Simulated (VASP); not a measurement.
Crystal: TiO2.

```xyz
12
Lattice="6.1536 -1.8835 0.0000 6.1536 1.8835 0.0000 -1.9283 0.0000 6.3290" Properties=species:S:1:pos:R:3 pbc="T T T"
Ti   10.5189    0.0000    1.8329
Ti    1.8562    0.0000    1.7959
Ti   -0.1400    0.0000    4.4961
Ti    8.5226    0.0000    4.5330
O     3.8886    0.0000    1.8569
O     1.9846    0.0000    4.1297
O     8.7534    0.0000    6.2992
O     8.3943    0.0000    2.1993
O    10.3741    0.0000    3.9874
O     1.6255    0.0000    0.0298
O     6.4903    0.0000    4.4721
O     0.0047    0.0000    2.3416
```

Base run:

- Program: VASP 6.6.1
- Functional: PBEsol
- Potentials or basis: VASP PAW PBE potentials, release 64 (Ti_sv, O)
- Cutoff: 520 eV
- k mesh: 6 × 6 × 3
- Occupations: fermi-dirac, width 0.05 eV
- Spin: no spin polarisation

Its results: band gap on the k mesh 2.72 eV (least direct gap 2.87 eV); pressure -6.1 GPa; largest force 0.125 eV/Å.

Q: The run is repeated on the same cell with these changes: functional from PBEsol to r2SCAN; further incar settings from ALGO = Normal; EDIFF = 1e-06; NBANDS = 60 to ALGO = Normal; EDIFF = 1e-07; NBANDS = 60. What comes out?

A: Band gap on the k mesh 3.16 eV (least direct gap 3.32 eV); pressure -4.6 GPa; largest force 0.118 eV/Å.

Caveats: the cell stands under tension; the PAW data sets were made with another functional, which shifts forces and pressure a little.

A k mesh can miss the band edges.
